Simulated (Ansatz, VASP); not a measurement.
Sr in VASP and in Ansatz

File INCAR:

```
PREC = Accurate
ENCUT = 520
EDIFF = 1E-7
ISMEAR = 0
SIGMA = 0.15
LREAL = F
LASPH = T
NELM = 60
ALGO = Fast
ISIF = 2
LWAVE = F
LCHARG = T
GGA = PE
LELF = T
LVHAR = T
NBANDS = 11
```

KPOINTS

```
regular mesh
0
Gamma
  14 14 14
```

File POSCAR:

```
Sr
1.0
   -2.3280000000      2.3280000000      2.4250000000
    2.3280000000     -2.3280000000      2.4250000000
    2.3280000000      2.3280000000     -2.4250000000
Sr
1
Direct
    0.0000000000      0.0000000000      0.0000000000
```

Input for Ansatz:

```yaml
crystal:
  lattice:
    - [-2.328, 2.328, 2.425]
    - [2.328, -2.328, 2.425]
    - [2.328, 2.328, -2.425]
  atoms:
    - { symbol: Sr, position: [0.0, 0.0, 0.0] }
basis:
  ecutwfc: 420
kpoints:
  mp_grid: { grid: [14, 14, 14] }
hamiltonian:
  xc: pbe
scf:
  occupations: { method: gaussian, width: 0.15 }
output:
  forces: true
  stress: true
  eigenvalues: true
```

Change from the starting cell: strain -0.040 along x and y, +0.000 along z, atoms carried along.

Alike in both runs: task single point; functional PBE; k mesh 14 × 14 × 14; occupations gaussian, width 0.15 eV; no spin polarisation.

```csv
,VASP,Ansatz
version,VASP 6.6.1,Ansatz 0.2.0
potentials or method,"VASP PAW PBE potentials, release 64 (Sr_sv), cutoff 520 eV","scalar-relativistic, plane waves, PAW"
valence electrons in the cell,10,10
```

Ansatz gave:

| Quantity | Value |
| --- | --- |
| gap on the k mesh at the Fermi level (eV) | none |
| pressure (GPa) | 0.3 |
| traceless stress, the component that is largest in VASP (GPa) | -0.05 |

**Question.** What did VASP give for the same quantities?

**Answer.** gap on the k mesh at the Fermi level (eV): none; pressure (GPa): 0.3; traceless stress, the component that is largest in VASP (GPa): -0.06.

A gap of «none» marks a metal or a gap that the smearing closes. The functional is the same, so the differences come from potentials, cutoffs and numerics.
